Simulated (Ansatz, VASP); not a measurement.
## One calculation of K, two programs

```
K
1.0
    -2.28783    2.28783    1.88368
     2.28783   -2.28783    1.88368
     2.28783    2.28783   -1.88368
K
1
Direct
  0.00000 0.00000 0.00000
```

Alike in both runs: task single point; functional PBE; k mesh 6 × 6 × 6; occupations fermi-dirac, width 0.0346 eV; no spin polarisation.

```csv
,VASP,Ansatz
version,VASP 6.6.1,Ansatz 0.2.0
potentials or method,"VASP PAW PBE potentials, release 64 (K_sv), cutoff 500 eV",PAW plane waves
valence electrons in the cell,9,9
```

|  | VASP | Ansatz | Ansatz less VASP |
| --- | --- | --- | --- |
| gap on the k mesh at the Fermi level (eV) | none | none | - |
| pressure (GPa) | 7.3 | 7.4 | +0.02 |
| traceless stress, the component that is largest in VASP (GPa) | 0.86 | 0.86 | -0.003 |

A gap of «none» marks a metal or a gap that the smearing closes.

The k mesh is coarse, so the values compare programs but aren't converged.
